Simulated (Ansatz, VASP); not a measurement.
**BaO: VASP beside Ansatz**

```
Ba O
1.0
     0.00000    2.78700    2.78700
     2.78700    0.00000    2.78700
     2.78700    2.78700    0.00000
Ba O
1 1
Direct
  0.00000 0.00000 0.00000
  0.50000 0.50000 0.50000
```

Alike in both runs: functional PBE; k mesh 8 × 8 × 8; occupations gaussian, width 0.02 eV; no spin polarisation.

Ansatz relaxed the structure, and its values are those at the end. VASP's run is a single point on that final structure, the one shown.

|  | VASP | Ansatz |
| --- | --- | --- |
| version | VASP 6.6.1 | Ansatz 0.2.0 |
| potentials or method | VASP PAW PBE potentials, release 64 (Ba_sv, O), cutoff 600 eV | scalar-relativistic, plane waves, PAW |
| valence electrons in the cell | 16 | 16 |

|  | VASP | Ansatz | Ansatz less VASP |
| --- | --- | --- | --- |
| gap on the k mesh at the Fermi level (eV) | 2.04 | 2.10 | +0.063 |
| least direct gap on the mesh (eV) | 2.04 | 2.10 | +0.063 |
| pressure (GPa) | 1.5 | 0.0 | -1.52 |

With one functional, cell and mesh, what is left measures potentials, basis and numerics.

Neither program's run includes spin-orbit coupling.
